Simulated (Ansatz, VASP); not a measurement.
# Al: VASP beside Ansatz

The input INCAR:

```
SYSTEM = Al
  PREC = Accurate
  ENCUT = 520
  EDIFF = 1E-7
  ISMEAR = 0
  SIGMA = 0.15
  LREAL = .FALSE.
  LASPH = .TRUE.
  NELM = 80
  ALGO = Normal
  ISIF = 2
  LWAVE = .FALSE.
  LCHARG = .TRUE.
  GGA = PE
  IVDW = 12
  LELF = .TRUE.
  LVHAR = .TRUE.
  NBANDS = 14
```

File KPOINTS:

```
Automatic mesh
0
G
  18 18 6
  0 0 0
```

File POSCAR:

```
Al
1.0
    2.7993554797      0.0000000000      0.0000000000
   -1.3996777398      2.4243129596      0.0000000000
    0.0000000000      0.0000000000      9.0449974904
Al
4
Direct
    0.0000000000      0.0000000000      0.0000000000
    0.3333333333      0.6666666667      0.2500000000
    0.0000000000      0.0000000000      0.5000000000
    0.6666666667      0.3333333333      0.7500000000
```

Input for Ansatz:

```yaml
crystal:
  lattice:
    - [2.7993554797, 0.0, 0.0]
    - [-1.3996777398, 2.4243129596, 0.0]
    - [0.0, 0.0, 9.0449974904]
  atoms:
    - { symbol: Al, position: [0.0, 0.0, 0.0] }
    - { symbol: Al, position: [0.3333333333, 0.6666666667, 0.25] }
    - { symbol: Al, position: [0.0, 0.0, 0.5] }
    - { symbol: Al, position: [0.6666666667, 0.3333333333, 0.75] }
basis:
  ecutwfc: 420
kpoints:
  mp_grid: { grid: [18, 18, 6] }
hamiltonian:
  xc: pbe
  dispersion: d3bj
scf:
  occupations: { method: gaussian, width: 0.15 }
output:
  forces: true
  stress: true
  eigenvalues: true
```

Alike in both runs: task single point; functional PBE; dispersion D3(BJ); k mesh 18 × 18 × 6; occupations gaussian, width 0.15 eV; no spin polarisation.

|  | VASP | Ansatz |
| --- | --- | --- |
| version | VASP 6.6.1 | Ansatz 0.2.0 |
| potentials or method | VASP PAW PBE potentials, release 64 (Al), cutoff 520 eV | scalar-relativistic, plane waves, PAW |
| valence electrons in the cell | 12 | 12 |

```csv
,VASP,Ansatz,Ansatz less VASP
gap on the k mesh at the Fermi level (eV),none,none,-
pressure (GPa),2.9,3.0,+0.03
"traceless stress, the component that is largest in VASP (GPa)",1.16,1.16,0.000
```

A gap of «none» marks a metal or a gap that the smearing closes.
